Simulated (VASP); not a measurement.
A run of VASP 6.6.1 is set up as follows.

Contents of INCAR:

```
SYSTEM = Nb
PREC = Accurate
ENCUT = 520
EDIFF = 1E-6
ISMEAR = -1
SIGMA = 0.08
LREAL = .FALSE.
LASPH = .TRUE.
NELM = 80
ALGO = Normal
ISIF = 2
LWAVE = .FALSE.
LCHARG = .TRUE.
GGA = PE
LELF = .TRUE.
LVHAR = .TRUE.
NBANDS = 20
```

The input KPOINTS:

```
Automatic mesh
0
G
  13 13 13
  0 0 0
```

File POSCAR:

```
Nb
1.0
    0.0000000000      2.9553790826      2.9553790826
    2.9553790826      0.0000000000      2.9553790826
    2.9553790826      2.9553790826      0.0000000000
Nb
2
Direct
   -0.1250000000     -0.1250000000     -0.1250000000
    0.1250000000      0.1250000000      0.1250000000
```

Potentials or basis: VASP PAW PBE potentials, release 64 (Nb_sv).

Launch:

```console
$ cat potpaw_PBE.64/Nb_sv/POTCAR > POTCAR
$ mpirun -np 1 vasp_std > vasp.out
```

**Question.** What does it give for the band gap on the k mesh?

**Answer.** Zero (band 13 reaches 7.14 eV, above the bottom of band 14 at 5.99 eV).

**Question.** What does it give for the pressure?

**Answer.** 0.0 GPa.
